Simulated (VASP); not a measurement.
A run of VASP 6.6.1:

The input INCAR:

```
SYSTEM = BP
PREC = Accurate ; ENCUT = 600
EDIFF = 1E-6 ; ISMEAR = 0
SIGMA = 0.01 ; LREAL = .FALSE.
LASPH = .TRUE. ; NELM = 100
ALGO = Normal ; ISIF = 3
LWAVE = .FALSE. ; LCHARG = .FALSE.
GGA = PS ; IBRION = 2
NSW = 80 ; EDIFFG = -0.001
PSTRESS = 160.0
```

KPOINTS

```
Automatic mesh
0
G
  10 10 10
  0 0 0
```

File POSCAR:

```
BP
1.0
    0.0000000000      2.2600863866      2.2600863866
    2.2600863866      0.0000000000      2.2600863866
    2.2600863866      2.2600863866      0.0000000000
B P
1 1
Direct
    0.0000000000      0.0000000000      0.0000000000
    0.7500000000      0.7500000000      0.7500000000
```

Potentials or basis: VASP PAW PBE potentials, release 64 (B, P).

Launch:

```bash
$ cat potpaw_PBE.64/B/POTCAR potpaw_PBE.64/P/POTCAR > POTCAR
$ mpirun -np 1 vasp_std > vasp.out
```

Hardware: 1 thread of Intel Xeon 8259CL, on a shared host.

Task: How long does it take, and how much memory?

Result: Wall time 38 s on 1 thread of Intel Xeon 8259CL, with other jobs on the host, peak memory 0.15 GiB. Counts: scf iterations 32, k points 47, ion steps 5.
